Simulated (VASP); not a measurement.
Input of a VASP 6.6.1 run:

File INCAR:

```
SYSTEM = Si8C7
PREC = Accurate ; ENCUT = 520
EDIFF = 1E-6 ; ISMEAR = 0
SIGMA = 0.02 ; LREAL = .FALSE.
LASPH = .TRUE. ; NELM = 120
ALGO = Normal ; ISIF = 2
LWAVE = .FALSE. ; LCHARG = .FALSE.
GGA = PE ; NBANDS = 43
NELECT = 62.0 ; GGA_COMPAT = .FALSE.
```

Contents of KPOINTS:

```
Automatic mesh
0
G
  2 2 2
  0 0 0
```

Contents of POSCAR:

```
Si8C7
1.0
   -3.0760000000     -5.3277880000      0.0000000000
    4.6140000000     -2.6638940000      0.0000000000
    0.0000000000      0.0000000000      5.0480000000
Si C
8 7
Direct
    0.5000000707      0.6279554004     -0.0236410460
    0.5000000465      0.3485171528      0.5313157686
    0.2861043103      0.1770790764      0.0013086371
    0.2529992690      0.8371033271      0.4963981775
    0.0000000384      0.6660275505     -0.0035871632
   -0.0000000827      0.3306585925      0.5039585975
    0.7138955572      0.1770790494      0.0013086371
    0.7470006820      0.8371034022      0.4963981775
    0.5000000294      0.6726753555      0.3598242868
    0.0000000064      0.3309230645      0.8801438193
    0.2494490990      0.1694196854      0.3817939778
    0.2545948097      0.8269262320      0.8723230983
   -0.0000000310      0.6688532520      0.3733379556
    0.7505508658      0.1694196930      0.3817939778
    0.7454052606      0.8269262206      0.8723230983
```

Potentials or basis: VASP PAW PBE potentials, release 64 (Si, C).

Command:

```console
$ cat potpaw_PBE.64/Si/POTCAR potpaw_PBE.64/C/POTCAR > POTCAR
$ mpirun -np 1 vasp_std > vasp.out
```

(1) Estimate the largest force.

Answers

(1) 0.028 eV/Å.

Caveat: the k points lie up to 0.62 Å⁻¹ apart; the cell carries a net charge on a neutralising background, which shifts energy and pressure.
